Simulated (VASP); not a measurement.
Runs of VASP 6.6.1 on Ta. The structure is that of space group Im-3m (No. 229), or close to it. The cells are those of the table. 

```csv
task,cell,k mesh,cutoff (eV),smearing,gap on the mesh (eV),pressure (GPa)
single point,"a = 2.783 Å, angles 109.5°, 1 atom",20 × 20 × 20,520,fermi-dirac 0.15 eV,none,15.3
single point,"a = 2.841 Å, angles 109.5°, 1 atom",26 × 26 × 26,520,gaussian 0.15 eV,none,0.5
single point,"a = 2.844 Å, angles 109.5°, 1 atom",20 × 20 × 20,520,fermi-dirac 0.15 eV,none,0.2
single point,"a = 2.830 Å, angles 109.5°, 1 atom",20 × 20 × 20,520,fermi-dirac 0.15 eV,none,3.2
single point,"a = 2.841 Å, angles 109.5°, 1 atom",28 × 28 × 28,520,gaussian 0.15 eV,none,(a)
relaxation of cell and atoms,"relaxed to 3 GPa from a = 2.844 Å, angles 109.5°, 1 atom",20 × 20 × 20,600,fermi-dirac 0.15 eV,none,3.0
single point,"a = 2.825 Å, angles 109.5°, 1 atom",20 × 20 × 20,520,fermi-dirac 0.15 eV,none,4.6
single point,"a = 2.863 Å, angles 109.5°, 1 atom",20 × 20 × 20,520,fermi-dirac 0.15 eV,none,(b)
relaxation of cell and atoms,"relaxed to 15 GPa from a = 2.810 Å, angles 109.5°, 1 atom",20 × 20 × 20,600,fermi-dirac 0.15 eV,none,15.0
```

Alike in all rows: level PBEsol; potentials or basis VASP PAW PBE potentials, release 64 (Ta_pv); no spin polarisation.

Fill in the values left out.

(a) 0.4; (b) -3.8.

Caveats: the PAW data sets were made with another functional, which shifts forces and pressure a little; spin-orbit coupling is left out, which moves the levels of the heavy elements; the cell stands under pressure (at least some runs); the cell is relaxed towards a set pressure, so the run minimises the enthalpy, not the energy (at least some runs); the cell stands under tension (at least some runs).

A k mesh can miss the band edges, and the runs leave out spin-orbit coupling on Ta.

A gap of «none» marks levels without a gap at the run's occupations.
